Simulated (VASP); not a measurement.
# CdS (Hawleyite) (F-43m) in VASP: single point with PBEsol

Aim: the single point of CdS (Hawleyite) with PBEsol.

Program: VASP 6.6.1. These are calculated values, not measurements. Logs are shortened: lines on timing, memory, paths and dates and some standing lists are left out, and cuts for length are marked.

**1. The cell of the first run**

It takes space group F-43m (No. 216, cubic). The conventional cell has a = 5.878 Å, b = 5.878 Å, c = 5.878 Å, α = 90.00°, β = 90.00°, γ = 90.00°. Cd (site symmetry -43m) has 4 S at 2.55 Å within 3.4 Å. S (site symmetry -43m) has 4 Cd at 2.55 Å within 3.4 Å.

**2. Single point, PBEsol**

Input file INCAR:

```
SYSTEM = CdS
PREC = Accurate
ENCUT = 520
EDIFF = 1E-7
ISMEAR = 0
SIGMA = 0.01
LREAL = .False.
LASPH = .True.
NELM = 60
ALGO = Normal
ISIF = 2
LWAVE = .False.
LCHARG = .False.
GGA = PS
NBANDS = 16
```

Input file KPOINTS:

```
regular mesh
0
Gamma
  6 6 6
  0 0 0
```

Input file POSCAR:

```
CdS
1.0
    0.0000000000      2.9392138883      2.9392138883
    2.9392138883      0.0000000000      2.9392138883
    2.9392138883      2.9392138883      0.0000000000
Cd S
1 1
Direct
    0.0000000000      0.0000000000      0.0000000000
    0.2500000000      0.2500000000      0.2500000000
```

Potentials or basis: VASP PAW PBE potentials, release 64 (Cd, S).

The run is started by

```bash
cat potpaw_PBE.64/Cd/POTCAR potpaw_PBE.64/S/POTCAR > POTCAR
mpirun -np 1 vasp_std > vasp.out
```

OUTCAR:

```text
SYSTEM = CdS
   PREC = Accurate
   ENCUT = 520
   EDIFF = 1E-7
   ISMEAR = 0
   LREAL = .False.
   LASPH = .True.
   NELM = 60
   ISIF = 2
   GGA = PS

 ion  position               nearest neighbor table
   1  0.000  0.000  0.000-   2 2.55   2 2.55   2 2.55   2 2.55
   2  0.250  0.250  0.250-   1 2.55   1 2.55   1 2.55   1 2.55

  LATTYP: Found a face centered cubic cell.
 ALAT       =     5.8784277766

  Lattice vectors:

 A1 = (   0.0000000000,   2.9392138883,   2.9392138883)
 A2 = (   2.9392138883,   0.0000000000,   2.9392138883)
 A3 = (   2.9392138883,   2.9392138883,   0.0000000000)

Analysis of symmetry for initial positions (statically):
=====================================================================
 Subroutine PRICEL returns:
 Original cell was already a primitive cell.

 Routine SETGRP: Setting up the symmetry group for a
 face centered cubic supercell.

 Subroutine GETGRP returns: Found 24 space group operations
 (whereof 24 operations were pure point group operations)
 out of a pool of 48 trial point group operations.

The static configuration has the point symmetry T_d .

Analysis of symmetry for dynamics (positions and initial velocities):
=====================================================================
 Subroutine PRICEL returns:
 Original cell was already a primitive cell.

 Routine SETGRP: Setting up the symmetry group for a
 face centered cubic supercell.

 Subroutine GETGRP returns: Found 24 space group operations
 (whereof 24 operations were pure point group operations)
 out of a pool of 48 trial point group operations.

The dynamic configuration has the point symmetry T_d .

 Subroutine INISYM returns: Found 24 space group operations
 (whereof 24 operations are pure point group operations),
 and found     1 'primitive' translations

----------------------------------------------------------------------------------------

                                     Primitive cell

  volume of cell :      50.7836

  direct lattice vectors                    reciprocal lattice vectors
     0.000000000  2.939213888  2.939213888    -0.170113513  0.170113513  0.170113513
     2.939213888  0.000000000  2.939213888     0.170113513 -0.170113513  0.170113513
     2.939213888  2.939213888  0.000000000     0.170113513  0.170113513 -0.170113513

  length of vectors
     4.156676144  4.156676144  4.156676144     0.294645248  0.294645248  0.294645248

  position of ions in fractional coordinates (direct lattice)
     0.000000000  0.000000000  0.000000000
     0.250000000  0.250000000  0.250000000

  ion indices of the primitive-cell ions
   primitive index   ion index
                 1           1
                 2           2

----------------------------------------------------------------------------------------

 KPOINTS: regular mesh

Automatic generation of k-mesh.
 Grid dimensions read from file:
 generate k-points for:    6    6    6

 Generating k-lattice:

  Cartesian coordinates                     Fractional coordinates (reciprocal lattice)
    -0.028352252  0.028352252  0.028352252     0.166666667  0.000000000  0.000000000
     0.028352252 -0.028352252  0.028352252     0.000000000  0.166666667  0.000000000
     0.028352252  0.028352252 -0.028352252     0.000000000  0.000000000  0.166666667

  Length of vectors
     0.049107541  0.049107541  0.049107541

  Shift w.r.t. Gamma in fractional coordinates (k-lattice)
     0.000000000  0.000000000  0.000000000

 Subroutine IBZKPT returns following result:
 ===========================================

 Found     16 irreducible k-points:

 Following reciprocal coordinates:
            Coordinates               Weight
  0.000000  0.000000  0.000000      1.000000
  0.166667  0.000000  0.000000      8.000000
  0.333333  0.000000  0.000000      8.000000
  0.500000  0.000000  0.000000      4.000000
  0.166667  0.166667  0.000000      6.000000
  0.333333  0.166667  0.000000     24.000000
[... 8 lines left out ...]
 -0.333333  0.333333  0.166667     24.000000
 -0.333333  0.500000  0.166667     12.000000
   k-points           NKPTS =     16   k-points in BZ     NKDIM =     16   number of bands    NBANDS=     16
   number of dos      NEDOS =    301   number of ions     NIONS =      2
   total plane-waves  NPLWV =  32768
   dimension x,y,z NGX =    32 NGY =   32 NGZ =   32
   dimension x,y,z NGXF=    64 NGYF=   64 NGZF=   64
   ions per type =               1   1
   NGX,Y,Z   is equivalent  to a cutoff of  12.80, 12.80, 12.80 a.u.
   NGXF,Y,Z  is equivalent  to a cutoff of  25.60, 25.60, 25.60 a.u.
 SYSTEM =  CdS
   PREC   = accura    normal or accurate (medium, high low for compatibility)
   ISTART =      0    job   : 0-new  1-cont  2-samecut
   ICHARG =      2    charge: 1-file 2-atom 10-const
   ISPIN  =      1    spin polarized calculation?
   LNONCOLLINEAR =      F non collinear calculations
   LSORBIT =      F    spin-orbit coupling
   LASPH  =      T    aspherical Exc in radial PAW
   ENCUT  =  520.0 eV  38.22 Ry    6.18 a.u.   7.73  7.73  7.73*2*pi/ulx,y,z
   NELM   =     60;   NELMIN=  2; NELMDL= -5     # of ELM steps
   EDIFF  = 0.1E-06   stopping-criterion for ELM
   LREAL  =      F    real-space projection
   EDIFFG = 0.1E-05   stopping-criterion for IOM
   NSW    =      0    number of steps for IOM
   IBRION =     -1    ionic relax: 0-MD 1-quasi-New 2-CG
   NFREE  =      0    steps in history (QN), initial steepest desc. (CG)
   ISIF   =      2    stress and relaxation
   ISYM   =      2    0-nonsym 1-usesym 2-fastsym
   POTIM  = 0.5000    time-step for ionic-motion
   TEBEG  =    0.0;   TEEND  =   0.0 temperature during run
   PSTRESS=    0.0 pullay stress
   NELECT =      18.0000    total number of electrons
   NUPDOWN=      -1.0000    fix difference up-down
   EMIN   =  10.00;   EMAX   =-10.00  energy-range for DOS
   EFERMI =   0.00;   METHOD = LEGACY
   ISMEAR =     0;   SIGMA  =   0.01  broadening in eV -4-tet -1-fermi 0-gaus
   EFERMI_NEDOS =   21; number of points for ismear=-14 and -15
   IALGO  =     38    algorithm
   IMIX   =      4    mixing-type and parameters
     AMIX     =   0.40;   BMIX     =  1.00
     AMIX_MAG =   1.60;   BMIX_MAG =  1.00
  volume/ion in A,a.u.               =      25.39       171.35
  Fermi-wavevector in a.u.,A,eV,Ry     =   1.158576  2.189391 18.263073  1.342298
  Thomas-Fermi vector in A             =   2.295177
   LORBIT       =      0    0 simple, 1 ext, 2 COOP (PROOUT), +10 PAW based schemes
   GGA     = PS    functional components
   LHFCALC =     F    Hartree Fock is set to
   AEXX    =    0.0000 exact exchange contribution
   IVDW    =     0    specifies the selected vdW correction
   LEPSILON=     F    determine dielectric tensor
   LRPA    =     F    only Hartree local field effects (RPA)
 non-spin polarized calculation
 Gauss-broadening in eV      SIGMA  =   0.01
  energy-cutoff  :      520.00
  volume of cell :       50.78
 maximum number of plane-waves:      1381
   NGX = 15   NGY = 15   NGZ = 15

 number of electron      18.0000005 magnetization

 Free energy of the ion-electron system (eV)
  ---------------------------------------------------
  ext. energy  EPLUGINS =         0.00000000
  ---------------------------------------------------
  free energy    TOTEN  =        -6.80703231 eV

  energy without entropy =       -6.80703231  energy(sigma->0) =       -6.80703231

 E-fermi :   1.0744     XC(G=0):  -9.2682

 val. band max:        1.0171851433   @ k =   0.0000   0.0000   0.0000
 cond. band min:       1.9753946579   @ k =   0.0000   0.0000   0.0000
 fundamental gap:      0.9582095146
 Fermi energy:         1.0744421286

 k-point     1 :       0.0000    0.0000    0.0000
  band No.  band energies     occupation
      1     -11.2254      2.00000
      2      -6.6299      2.00000
      3      -6.6299      2.00000
      4      -6.6299      2.00000
      5      -6.1733      2.00000
      6      -6.1733      2.00000
[... 8 lines left out ...]
     15      12.4250      0.00000
     16      12.4250      0.00000

 k-point     2 :       0.1667    0.0000    0.0000
  band No.  band energies     occupation
      1     -11.1216      2.00000
      2      -6.5940      2.00000
      3      -6.5940      2.00000
      4      -6.5342      2.00000
      5      -6.1741      2.00000
      6      -6.1741      2.00000
[... 8 lines left out ...]
     15      11.6070      0.00000
     16      12.5718      0.00000

 k-point     3 :       0.3333    0.0000    0.0000
  band No.  band energies     occupation
      1     -10.9128      2.00000
      2      -6.5354      2.00000
      3      -6.5354      2.00000
      4      -6.1795      2.00000
      5      -6.1577      2.00000
      6      -6.1577      2.00000
[... 8 lines left out ...]
     15      12.0139      0.00000
     16      12.0139      0.00000

 k-point     4 :       0.5000    0.0000    0.0000
  band No.  band energies     occupation
      1     -10.8089      2.00000
      2      -6.5153      2.00000
      3      -6.5153      2.00000
      4      -6.1378      2.00000
      5      -6.1378      2.00000
      6      -5.8125      2.00000
[... 8 lines left out ...]
     15      13.4664      0.00000
     16      13.4664      0.00000
[... 172 lines left out ...]
 k-point    14 :       0.5000    0.3333    0.1667
  band No.  band energies     occupation
      1     -10.7797      2.00000
      2      -6.4503      2.00000
      3      -6.4421      2.00000
      4      -6.2651      2.00000
      5      -6.1358      2.00000
      6      -5.8948      2.00000
[... 8 lines left out ...]
     15      13.8376      0.00000
     16      14.1261      0.00000

 k-point    15 :      -0.3333    0.3333    0.1667
  band No.  band energies     occupation
      1     -10.7137      2.00000
      2      -6.4465      2.00000
      3      -6.4055      2.00000
      4      -6.2129      2.00000
      5      -6.1560      2.00000
      6      -5.6441      2.00000
[... 8 lines left out ...]
     15      13.3085      0.00000
     16      14.2240      0.00000

 k-point    16 :      -0.3333    0.5000    0.1667
  band No.  band energies     occupation
      1     -10.6815      2.00000
      2      -6.4115      2.00000
      3      -6.3717      2.00000
      4      -6.2481      2.00000
      5      -6.1334      2.00000
      6      -5.6155      2.00000
[... 8 lines left out ...]
     15      14.1222      0.00000
     16      14.1380      0.00000

------------------------ aborting loop because EDIFF is reached ----------------------------------------

  FORCE on cell =-STRESS in cart. coord.  units (eV):
  Direction    XX          YY          ZZ          XY          YZ          ZX
  --------------------------------------------------------------------------------------
  -------------------------------------------------------------------------------------
  Total       -0.3919390     -0.3919390     -0.3919390      0.0000000      0.0000000      0.0000000
  in kB      -12.3653248    -12.3653248    -12.3653248      0.0000000      0.0000000      0.0000000
  external PRESSURE =     -12.3653248 kB  Pullay stress =       0.0000000 kB

 VOLUME and BASIS-vectors are now :
 -----------------------------------------------------------------------------
  energy-cutoff  :      520.00
  volume of cell :       50.78
      direct lattice vectors                 reciprocal lattice vectors
     0.000000000  2.939213888  2.939213888    -0.170113513  0.170113513  0.170113513
     2.939213888  0.000000000  2.939213888     0.170113513 -0.170113513  0.170113513
     2.939213888  2.939213888  0.000000000     0.170113513  0.170113513 -0.170113513

 POSITION                                       TOTAL-FORCE (eV/Angst)
 -----------------------------------------------------------------------------------
      0.00000      0.00000      0.00000        -0.000000     -0.000000     -0.000000
      1.46961      1.46961      1.46961         0.000000      0.000000      0.000000
 -----------------------------------------------------------------------------------
    total drift:                               -0.000000     -0.000000     -0.000000

  FREE ENERGIE OF THE ION-ELECTRON SYSTEM (eV)
  ---------------------------------------------------
  free  energy   TOTEN  =        -6.8070323069 eV

  energy  without entropy=       -6.8070323069  energy(sigma->0) =       -6.80703231
```

It took 9.4 s on 1 thread of Intel Xeon Platinum 8375C at 2.90GHz (Ice Lake), shared host; peak memory 0.17 GiB.

Results:

| Item | Value |
| --- | --- |
| Free energy | -6.8070 eV |
| Pressure | -1.2 GPa |
| Band gap on the k mesh | 0.96 eV, direct |

Levels at points of the mesh, in eV from the valence-band top:
```csv
k point,band 7,band 8,band 9,band 10,band 11,band 12
"(0.00, 0.00, 0.00)",0.00,0.00,0.00,0.96,6.45,6.45
"(0.50, 0.00, 0.00)",-4.34,-0.73,-0.73,2.85,6.91,6.91
"(0.50, 0.50, 0.00)",-3.91,-1.83,-1.83,3.43,4.22,8.98
```

Caveat: the PAW data sets were made with another functional, which shifts forces and pressure a little.
